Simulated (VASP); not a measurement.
**TaN: single point with PBE**

TaN:

```xyz
2
Lattice="0.0327 2.1953 2.1953 2.1953 0.0327 2.1953 2.1953 2.1953 0.0327" Properties=species:S:1:pos:R:3 pbc="T T T"
Ta    2.2117    2.2117    2.2117
N     0.0000    0.0000    0.0000
```

```json
{
 "Program": "VASP 6.6.1",
 "Task": "single point",
 "Functional": "PBE",
 "Potentials or basis": "VASP PAW PBE potentials, release 64 (Ta_pv, N)",
 "Cutoff": "520 eV",
 "k mesh": "14 × 14 × 14",
 "Occupations": "fermi-dirac, width 0.1 eV",
 "Spin": "no spin polarisation"
}
```

```
Pressure               : 15.8 GPa
Band gap on the k mesh : zero (band 8 reaches 11.72 eV, above the bottom of band 9 at 7.79 eV)
```

Stress tensor (GPa, compression positive):
```
15.75 -0.83 -0.83
-0.83 15.75 -0.83
-0.83 -0.83 15.75
```

Levels at points of the mesh, in eV from the Fermi level:
```tsv
k point	band 6	band 7	band 8	band 9	band 10	band 11
(0.00, 0.00, 0.00)	-3.84	-3.84	-2.42	-2.05	-2.05	0.09
(0.50, 0.00, 0.00)	-7.92	-7.70	1.68	2.23	2.32	3.91
(0.50, 0.50, 0.00)	-5.65	-4.75	-4.63	2.21	3.69	3.73
(0.50, 0.50, 0.50)	-7.62	-7.62	1.87	1.87	1.98	4.02
```

Run time: 28 s on 1 thread of Intel(R) Xeon(R) 6975P-C (Granite Rapids), on a shared host, peak memory 0.21 GiB.

Caveat: spin-orbit coupling is left out, which moves the levels of the heavy elements.
